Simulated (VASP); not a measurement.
# Al5GaAs6 (Pmm2) in VASP: further runs

Al5GaAs6 is run at these levels: PBE; tasks: single point.

Program: VASP 6.6.1. These are calculated values, not measurements. Logs are shortened: lines on timing, memory, paths and dates and some standing lists are left out, and cuts for length are marked.

### Step 1. The cell of the first run

The structure is orthorhombic, space group Pmm2 (No. 25). Conventional cell: a = 4.054 Å, b = 12.158 Å, c = 5.729 Å, α = 90.00°, β = 90.00°, γ = 90.00°. Within 3.3 Å of Al (site symmetry m) lie 4 As at 2.48 Å. Al (site symmetry m) has 4 As at 2.48 Å within 3.3 Å. Al (site symmetry mm2) has 4 As at 2.48 Å within 3.3 Å. Within 3.3 Å of Ga (site symmetry mm2) lie 4 As at 2.49 Å. As (site symmetry m) has 3 Al at 2.48 Å and 1 Ga at 2.49 Å within 3.3 Å. As (site symmetry mm2) has 2 Al at 2.48 Å and 2 Ga at 2.49 Å within 3.3 Å. Within 3.3 Å of As (site symmetry m) lie 4 Al at 2.48 Å. As (site symmetry mm2) has 4 Al at 2.48 Å within 3.3 Å.

### Step 2. Single point, PBE

Contents of INCAR:

```
SYSTEM = Al5GaAs6
PREC = Accurate
ENCUT = 520
EDIFF = 1E-6
ISMEAR = 0
SIGMA = 0.02
LREAL = .False.
LASPH = .True.
NELM = 60
ALGO = Normal
ISIF = 2
LWAVE = .False.
LCHARG = .False.
GGA = PE
NBANDS = 41
```

Contents of KPOINTS:

```
regular mesh
0
Gamma
  8 4 6
  0 0 0
```

Contents of POSCAR:

```
Al5GaAs6
1.0
    4.0541707835      0.0000000000      0.0000000000
    0.0000000000     12.1580712820      0.0000000000
    0.0000000000      0.0000000000      5.7293491707
Al Ga As
5 1 6
Direct
    0.0000000000      0.8330771242      1.0000066594
    0.0000000000      0.1669228758      1.0000066594
    0.5000000000      0.3334552888      0.4998618958
    0.0000000000      0.5000000000      0.9999998442
    0.5000000000      0.6665447112      0.4998618958
    0.5000000000      0.0000000000      0.5000854206
    0.5000000000      0.8327756645      0.7507556709
    0.0000000000      0.0000000000      0.2482043259
    0.5000000000      0.1672243355      0.7507556709
    0.0000000000      0.3334818167      0.2501093226
    0.5000000000      0.5000000000      0.7502433120
    0.0000000000      0.6665181833      0.2501093226
```

Potentials or basis: VASP PAW PBE potentials, release 64 (Al, Ga_d, As).

Started as:

```bash
> cat potpaw_PBE.64/Al/POTCAR potpaw_PBE.64/Ga_d/POTCAR potpaw_PBE.64/As/POTCAR > POTCAR
> mpirun -np 1 vasp_std > vasp.out
```

OUTCAR:

```text
SYSTEM = Al5GaAs6
   PREC = Accurate
   ENCUT = 520
   EDIFF = 1E-6
   ISMEAR = 0
   LREAL = .False.
   LASPH = .True.
   NELM = 60
   ISIF = 2
   GGA = PE

 ion  position               nearest neighbor table
   1  0.000  0.833  0.000-   8 2.48   7 2.48   7 2.48  12 2.48
   2  0.000  0.167  0.000-   8 2.48   9 2.48   9 2.48  10 2.48
   3  0.500  0.333  0.500-   9 2.48  10 2.48  10 2.48  11 2.48
   4  0.000  0.500  1.000-  10 2.48  12 2.48  11 2.48  11 2.48
   5  0.500  0.667  0.500-   7 2.48  12 2.48  12 2.48  11 2.48
   6  0.500  0.000  0.500-   8 2.49   8 2.49   9 2.49   7 2.49
   7  0.500  0.833  0.751-   1 2.48   1 2.48   5 2.48   6 2.49
   8  0.000  0.000  0.248-   1 2.48   2 2.48   6 2.49   6 2.49
   9  0.500  0.167  0.751-   2 2.48   2 2.48   3 2.48   6 2.49
  10  0.000  0.333  0.250-   4 2.48   2 2.48   3 2.48   3 2.48
  11  0.500  0.500  0.750-   4 2.48   4 2.48   5 2.48   3 2.48
  12  0.000  0.667  0.250-   4 2.48   1 2.48   5 2.48   5 2.48

  LATTYP: Found a simple orthorhombic cell.
 ALAT       =     4.0541707835
 B/A-ratio  =     1.4131987715
 C/A-ratio  =     2.9989045680

  Lattice vectors:

 A1 = (  -4.0541707835,   0.0000000000,   0.0000000000)
 A2 = (   0.0000000000,   0.0000000000,   5.7293491707)
 A3 = (   0.0000000000,  12.1580712820,   0.0000000000)

Analysis of symmetry for initial positions (statically):
=====================================================================
 Subroutine PRICEL returns:
 Original cell was already a primitive cell.

 Routine SETGRP: Setting up the symmetry group for a
 simple orthorhombic supercell.

 Subroutine GETGRP returns: Found  4 space group operations
 (whereof  4 operations were pure point group operations)
 out of a pool of  8 trial point group operations.

The static configuration has the point symmetry C_2v.

Analysis of symmetry for dynamics (positions and initial velocities):
=====================================================================
 Subroutine PRICEL returns:
 Original cell was already a primitive cell.

 Routine SETGRP: Setting up the symmetry group for a
 simple orthorhombic supercell.

 Subroutine GETGRP returns: Found  4 space group operations
 (whereof  4 operations were pure point group operations)
 out of a pool of  8 trial point group operations.

The dynamic configuration has the point symmetry C_2v.

 Subroutine INISYM returns: Found  4 space group operations
 (whereof  4 operations are pure point group operations),
 and found     1 'primitive' translations

----------------------------------------------------------------------------------------

                                     Primitive cell

  volume of cell :     282.4048

  direct lattice vectors                    reciprocal lattice vectors
     4.054170784  0.000000000  0.000000000     0.246659565  0.000000000  0.000000000
     0.000000000 12.158071282  0.000000000     0.000000000  0.082249888  0.000000000
     0.000000000  0.000000000  5.729349171     0.000000000  0.000000000  0.174539895

  length of vectors
     4.054170784 12.158071282  5.729349171     0.246659565  0.082249888  0.174539895

  position of ions in fractional coordinates (direct lattice)
     0.000000000  0.833077124  0.000006659
     0.000000000  0.166922876  0.000006659
     0.500000000  0.333455289  0.499861896
     0.000000000  0.500000000  0.999999844
     0.500000000  0.666544711  0.499861896
     0.500000000  0.000000000  0.500085421
     0.500000000  0.832775664  0.750755671
     0.000000000  0.000000000  0.248204326
     0.500000000  0.167224336  0.750755671
     0.000000000  0.333481817  0.250109323
     0.500000000  0.500000000  0.750243312
     0.000000000  0.666518183  0.250109323

  ion indices of the primitive-cell ions
   primitive index   ion index
                 1           1
                 2           2
                 3           3
                 4           4
                 5           5
                 6           6
                 7           7
                 8           8
                 9           9
                10          10
                11          11
                12          12

----------------------------------------------------------------------------------------

 KPOINTS: regular mesh

Automatic generation of k-mesh.
 Grid dimensions read from file:
 generate k-points for:    8    4    6

 Generating k-lattice:

  Cartesian coordinates                     Fractional coordinates (reciprocal lattice)
     0.030832446  0.000000000  0.000000000     0.125000000  0.000000000  0.000000000
     0.000000000  0.020562472  0.000000000     0.000000000  0.250000000  0.000000000
     0.000000000  0.000000000  0.029089982     0.000000000  0.000000000  0.166666667

  Length of vectors
     0.030832446  0.020562472  0.029089982

  Shift w.r.t. Gamma in fractional coordinates (k-lattice)
     0.000000000  0.000000000  0.000000000

 Subroutine IBZKPT returns following result:
 ===========================================

 Found     60 irreducible k-points:

 Following reciprocal coordinates:
            Coordinates               Weight
  0.000000  0.000000  0.000000      1.000000
  0.125000  0.000000  0.000000      2.000000
  0.250000  0.000000  0.000000      2.000000
  0.375000  0.000000  0.000000      2.000000
  0.500000  0.000000  0.000000      1.000000
  0.000000  0.250000  0.000000      2.000000
[... 16 lines left out ...]
  0.250000  0.250000  0.166667      8.000000
  0.375000  0.250000  0.166667      8.000000
 [... further k-points ...]
   k-points           NKPTS =     60   k-points in BZ     NKDIM =     60   number of bands    NBANDS=     41
   number of dos      NEDOS =    301   number of ions     NIONS =     12
   total plane-waves  NPLWV = 129600
   dimension x,y,z NGX =    30 NGY =   90 NGZ =   48
   dimension x,y,z NGXF=    60 NGYF=  180 NGZF=   96
   ions per type =               5   1   6
   NGX,Y,Z   is equivalent  to a cutoff of  12.30, 12.31, 13.93 a.u.
   NGXF,Y,Z  is equivalent  to a cutoff of  24.60, 24.61, 27.86 a.u.
 SYSTEM =  Al5GaAs6
   PREC   = accura    normal or accurate (medium, high low for compatibility)
   ISTART =      0    job   : 0-new  1-cont  2-samecut
   ICHARG =      2    charge: 1-file 2-atom 10-const
   ISPIN  =      1    spin polarized calculation?
   LNONCOLLINEAR =      F non collinear calculations
   LSORBIT =      F    spin-orbit coupling
   LASPH  =      T    aspherical Exc in radial PAW
   ENCUT  =  520.0 eV  38.22 Ry    6.18 a.u.   7.54 22.61 10.65*2*pi/ulx,y,z
   NELM   =     60;   NELMIN=  2; NELMDL= -5     # of ELM steps
   EDIFF  = 0.1E-05   stopping-criterion for ELM
   LREAL  =      F    real-space projection
[... 7 lines left out ...]
   TEBEG  =    0.0;   TEEND  =   0.0 temperature during run
   PSTRESS=    0.0 pullay stress
   NELECT =      58.0000    total number of electrons
   NUPDOWN=      -1.0000    fix difference up-down
   EMIN   =  10.00;   EMAX   =-10.00  energy-range for DOS
   EFERMI =   0.00;   METHOD = LEGACY
   ISMEAR =     0;   SIGMA  =   0.02  broadening in eV -4-tet -1-fermi 0-gaus
   EFERMI_NEDOS =   21; number of points for ismear=-14 and -15
   IALGO  =     38    algorithm
   IMIX   =      4    mixing-type and parameters
     AMIX     =   0.40;   BMIX     =  1.00
     AMIX_MAG =   1.60;   BMIX_MAG =  1.00
  volume/ion in A,a.u.               =      23.53       158.81
  Fermi-wavevector in a.u.,A,eV,Ry     =   0.965888  1.825264 12.693417  0.932940
  Thomas-Fermi vector in A             =   2.095643
   LORBIT       =      0    0 simple, 1 ext, 2 COOP (PROOUT), +10 PAW based schemes
   GGA     = PE    functional components
   LHFCALC =     F    Hartree Fock is set to
   AEXX    =    0.0000 exact exchange contribution
   IVDW    =     0    specifies the selected vdW correction
   LEPSILON=     F    determine dielectric tensor
   LRPA    =     F    only Hartree local field effects (RPA)
 non-spin polarized calculation
 Gauss-broadening in eV      SIGMA  =   0.02
  energy-cutoff  :      520.00
  volume of cell :      282.40
 maximum number of plane-waves:      7638
   NGX = 15   NGY = 45   NGZ = 21

 number of electron      58.0000029 magnetization

 Free energy of the ion-electron system (eV)
  ---------------------------------------------------
  ext. energy  EPLUGINS =         0.00000000
  ---------------------------------------------------
  free energy    TOTEN  =       -55.20285806 eV

  energy without entropy =      -55.20285806  energy(sigma->0) =      -55.20285806

 E-fermi :   3.6994     XC(G=0):  -8.9827

 val. band max:        3.5891289765   @ k =   0.0000   0.0000   0.0000
 cond. band min:       5.0167064860   @ k =   0.0000   0.0000   0.0000
 fundamental gap:      1.4275775096
 Fermi energy:         3.6994163099

 k-point     1 :       0.0000    0.0000    0.0000
  band No.  band energies     occupation
      1     -10.8671      2.00000
      2     -10.8467      2.00000
      3     -10.8197      2.00000
      4     -10.7797      2.00000
      5     -10.7714      2.00000
      6      -8.2250      2.00000
[... 33 lines left out ...]
     40       8.1858      0.00000
     41       8.2004      0.00000

 k-point     2 :       0.1250    0.0000    0.0000
  band No.  band energies     occupation
      1     -10.8652      2.00000
      2     -10.8461      2.00000
      3     -10.8225      2.00000
      4     -10.7788      2.00000
      5     -10.7728      2.00000
      6      -8.1237      2.00000
[... 33 lines left out ...]
     40       7.8118      0.00000
     41       8.1680      0.00000

 k-point     3 :       0.2500    0.0000    0.0000
  band No.  band energies     occupation
      1     -10.8639      2.00000
      2     -10.8449      2.00000
      3     -10.8263      2.00000
      4     -10.7765      2.00000
      5     -10.7760      2.00000
      6      -7.8327      2.00000
[... 875 lines left out ...]
      2     -10.8452      2.00000
      3     -10.8264      2.00000
      4     -10.7763      2.00000
      5     -10.7760      2.00000
      6      -7.7131      2.00000
[... 33 lines left out ...]
     40       8.5819      0.00000
     41       8.7021      0.00000

 k-point    24 :       0.3750    0.2500    0.1667
  band No.  band energies     occupation
      1     -10.8681      2.00000
      2     -10.8439      2.00000
      3     -10.8255      2.00000
      4     -10.7792      2.00000
      5     -10.7736      2.00000
      6      -7.2994      2.00000
[... 33 lines left out ...]
     40       8.3446      0.00000
     41       8.7962      0.00000

 [... further k-points ...]
[... 5 lines left out ...]
  --------------------------------------------------------------------------------------
  -------------------------------------------------------------------------------------
  Total        0.2492568      0.3060118      0.2904667      0.0000000      0.0000000      0.0000000
  in kB        1.4141178      1.7361077      1.6479152      0.0000000      0.0000000      0.0000000
  external PRESSURE =       1.5993803 kB  Pullay stress =       0.0000000 kB

 VOLUME and BASIS-vectors are now :
 -----------------------------------------------------------------------------
  energy-cutoff  :      520.00
  volume of cell :      282.40
      direct lattice vectors                 reciprocal lattice vectors
     4.054170784  0.000000000  0.000000000     0.246659565  0.000000000  0.000000000
     0.000000000 12.158071282  0.000000000     0.000000000  0.082249888  0.000000000
     0.000000000  0.000000000  5.729349171     0.000000000  0.000000000  0.174539895

 POSITION                                       TOTAL-FORCE (eV/Angst)
 -----------------------------------------------------------------------------------
      0.00000     10.12861      0.00004        -0.000000      0.000047     -0.003631
      0.00000      2.02946      0.00004        -0.000000     -0.000047     -0.003631
      2.02709      4.05417      2.86388        -0.000000     -0.000356     -0.002622
      0.00000      6.07904      5.72935        -0.000000      0.000000     -0.003272
      2.02709      8.10390      2.86388         0.000000      0.000356     -0.002622
      2.02709      0.00000      2.86516        -0.000000      0.000000     -0.003351
      2.02709     10.12495      4.30134        -0.000000     -0.002695      0.003949
      0.00000      0.00000      1.42205        -0.000000      0.000000      0.001551
      2.02709      2.03313      4.30134         0.000000      0.002695      0.003949
      0.00000      4.05450      1.43296        -0.000000     -0.000058      0.003241
      2.02709      6.07904      4.29841        -0.000000      0.000000      0.003197
      0.00000      8.10358      1.43296        -0.000000      0.000058      0.003241
 -----------------------------------------------------------------------------------
    total drift:                                0.000000     -0.000000     -0.000089

  FREE ENERGIE OF THE ION-ELECTRON SYSTEM (eV)
  ---------------------------------------------------
  free  energy   TOTEN  =       -55.2028580561 eV

  energy  without entropy=      -55.2028580561  energy(sigma->0) =      -55.20285806
```

Wall time 13 min (1 thread of Intel Xeon 8259CL, shared host); peak memory 0.74 GiB.

Results:

| Item | Value |
| --- | --- |
| Free energy | -55.2029 eV |
| Pressure | 0.2 GPa |
| Largest force | 0.005 eV/Å |
| Band gap on the k mesh | 1.43 eV |

Forces in eV/Å, atoms in the order of the input:
```
Al   0.000  0.000 -0.004
Al   0.000  0.000 -0.004
Al   0.000  0.000 -0.003
Al   0.000  0.000 -0.003
Al   0.000  0.000 -0.003
Ga   0.000  0.000 -0.003
As   0.000 -0.003  0.004
As   0.000  0.000  0.002
As   0.000  0.003  0.004
As   0.000  0.000  0.003
As   0.000  0.000  0.003
As   0.000  0.000  0.003
```

### Step 3. Single point, PBE

Contents of INCAR:

```
PREC = Accurate ; ENCUT = 520
EDIFF = 1E-6 ; ISMEAR = 0
SIGMA = 0.02 ; LREAL = F
LASPH = T ; NELM = 60
ALGO = Normal ; ISIF = 2
LWAVE = F ; LCHARG = F
GGA = PE ; NBANDS = 41
```

Contents of KPOINTS:

```
regular mesh
0
Gamma
  8 4 6
```

POSCAR is that of step 2.

Potentials or basis: VASP PAW PBE potentials, release 64 (Al, Ga_d, As).

Started as:

```bash
> cat potpaw_PBE.64/Al/POTCAR potpaw_PBE.64/Ga_d/POTCAR potpaw_PBE.64/As/POTCAR > POTCAR
> mpirun -np 1 vasp_std > vasp.out
```

It took 9 min on 1 thread of Intel Xeon Platinum 8488C (Sapphire Rapids), shared host; peak memory 0.73 GiB.

The run converged. Its results:

- Free energy: -55.2029 eV
- Pressure: 0.2 GPa
- Largest force: 0.005 eV/Å
- Band gap on the k mesh: 1.43 eV

Forces on the atoms (eV/Å):
```
Al   0.000  0.000 -0.004
Al   0.000  0.000 -0.004
Al   0.000  0.000 -0.003
Al   0.000  0.000 -0.003
Al   0.000  0.000 -0.003
Ga   0.000  0.000 -0.003
As   0.000 -0.003  0.004
As   0.000  0.000  0.002
As   0.000  0.003  0.004
As   0.000  0.000  0.003
As   0.000  0.000  0.003
As   0.000  0.000  0.003
```

Levels at points of the mesh, in eV from the valence-band top:
```csv
k point,band 27,band 28,band 29,band 30,band 31,band 32
"(0.00, 0.00, 0.00)",-0.02,-0.02,0.00,1.43,1.49,2.17
"(0.50, 0.00, 0.00)",-2.19,-0.95,-0.92,1.99,2.04,2.17
"(0.00, 0.50, 0.00)",-0.49,-0.16,-0.02,1.88,1.95,2.40
"(0.50, 0.50, 0.00)",-1.66,-1.66,-1.63,1.48,1.49,1.95
"(0.00, 0.00, 0.50)",-1.04,-1.02,-0.91,1.90,2.47,2.47
"(0.50, 0.00, 0.50)",-0.87,-0.84,-0.84,1.61,1.96,3.66
"(0.00, 0.50, 0.50)",-0.87,-0.84,-0.82,1.56,1.96,2.79
"(0.50, 0.50, 0.50)",-1.18,-1.18,-1.13,2.53,2.97,2.98
```

A k mesh can miss the band edges.
